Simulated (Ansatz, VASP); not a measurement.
# Li in VASP and in Ansatz

```xyz
1
Lattice="-1.7551 1.7551 1.6279 1.7551 -1.7551 1.6279 1.7551 1.7551 -1.6279" Properties=species:S:1:pos:R:3 pbc="T T T"
Li    0.0000    0.0000    0.0000
```

Alike in both runs: task relaxation of cell and atoms; functional PBEsol; k mesh 18 × 18 × 18; occupations gaussian, width 0.1 eV; no spin polarisation.

|  | VASP | Ansatz |
| --- | --- | --- |
| version | VASP 6.6.1 | Ansatz 0.2.0 |
| potentials or method | VASP PAW PBE potentials, release 64 (Li_sv), cutoff 600 eV | scalar-relativistic, plane waves, PAW |
| valence electrons in the cell | 3 | 3 |

```tsv
	VASP	Ansatz	Ansatz less VASP
gap on the k mesh at the Fermi level, each at its own relaxed structure (eV)	none	none	-
relaxed volume (Å³/atom)	20.11	20.23	+0.127
relaxed cell length with the largest relative difference (Å)	2.967	2.973	+0.0061
```

VASP's potentials were made for PBE, not for PBEsol. A gap of «none» marks a metal or a gap that the smearing closes.

Noted on VASP's run: the cutoff is short for stress, so the pressure is rough.
